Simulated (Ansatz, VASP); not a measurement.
## SiC: VASP beside Ansatz

Contents of INCAR:

```
SYSTEM = SiC
  PREC = Accurate
  ENCUT = 520
  EDIFF = 1E-6
  ISMEAR = 0
  SIGMA = 0.05
  LREAL = .False.
  LASPH = .True.
  NELM = 60
  ALGO = Normal
  ISIF = 2
  LWAVE = .False.
  LCHARG = .False.
  GGA = PS
  NBANDS = 11
```

File KPOINTS:

```
regular mesh
0
Gamma
  12 12 12
  0 0 0
```

Contents of POSCAR:

```
SiC
1.0
    0.0000000000      2.2594800843      2.2594800843
    2.2594800843      0.0000000000      2.2594800843
    2.1434934399      2.1434934399      0.1159866443
Si C
1 1
Direct
    0.0000000000      0.0000000000      0.0000000000
    0.7500000000      0.7500000000      0.7500000000
```

Input for Ansatz:

```yaml
crystal:
  lattice:
    - [0.0, 2.2594800843, 2.2594800843]
    - [2.2594800843, 0.0, 2.2594800843]
    - [2.1434934399, 2.1434934399, 0.1159866443]
  atoms:
    - { symbol: Si, position: [0.0, 0.0, 0.0] }
    - { symbol: C, position: [0.75, 0.75, 0.75] }
basis:
  ecutwfc: 520.0
kpoints:
  mp_grid: { grid: [12, 12, 12] }
hamiltonian:
  xc: pbesol
  pseudopotentials: { kind: paw, azcp: { folder: soft_1 } }
scf:
  occupations: { method: gaussian, width: 0.05 }
output:
  forces: true
  stress: true
  eigenvalues: true
```

Alike in both runs: task single point; functional PBEsol; k mesh 12 × 12 × 12; occupations gaussian, width 0.05 eV; no spin polarisation.

```csv
,VASP,Ansatz
version,VASP 6.6.1,Ansatz 0.2.0
potentials or method,"VASP PAW PBE potentials, release 64 (Si, C), cutoff 520 eV","scalar-relativistic, plane waves, PAW"
valence electrons in the cell,8,8
```

```tsv
	VASP	Ansatz	Ansatz less VASP
gap on the k mesh at the Fermi level (eV)	0.94	0.96	+0.017
least direct gap on the mesh (eV)	3.84	3.86	+0.016
pressure (GPa)	-3.9	-4.2	-0.34
traceless stress, the component that is largest in VASP (GPa)	14.41	14.31	-0.102
rms of the force components (eV/Å)	0.577	0.570	-0.0065
```

VASP's potentials were made for PBE, not for PBEsol, and Ansatz warns of the same on its side. Atom by atom the forces differ by 0.006 eV/Å (rms over components).
